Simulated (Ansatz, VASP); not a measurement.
# Bi2Se3: VASP beside Ansatz

```
CELL_PARAMETERS angstrom
2.05760 1.18795 9.48127
-2.05760 1.18795 9.48127
0.00000 -2.37591 9.48127
ATOMIC_POSITIONS crystal
Bi 0.59920 0.59920 0.59920
Bi 0.40080 0.40080 0.40080
Se 0.78830 0.78830 0.78830
Se 0.21170 0.21170 0.21170
Se 0.00000 0.00000 0.00000
```

Alike in both runs: task single point; functional b88 exchange, pbe correlation; k mesh 8 × 8 × 8; occupations fermi-dirac, width 0.05 eV; no spin polarisation.

```csv
,VASP,Ansatz
version,VASP 6.6.1,Ansatz 0.2.0
potentials or method,"VASP PAW PBE potentials, release 64 (Bi_d, Se)",Ansatz PAW
plane-wave cutoff (eV),500,420
valence electrons in the cell,48,78
```

```csv
,VASP,Ansatz,Ansatz less VASP
gap on the k mesh at the Fermi level (eV),0.20,0.20,+0.002
least direct gap on the mesh (eV),0.20,0.20,+0.002
pressure (GPa),3.8,3.8,-0.02
rms of the force components (eV/Å),0.144,0.138,-0.0058
```

VASP's potentials were made for PBE, not for b88 exchange, pbe correlation. Atom by atom the forces differ by 0.006 eV/Å (rms over components). VASP's potentials hold 48 valence electrons a cell and Ansatz's 78, so a difference there can come from the potentials and not from the codes.

Spin-orbit coupling is off throughout.
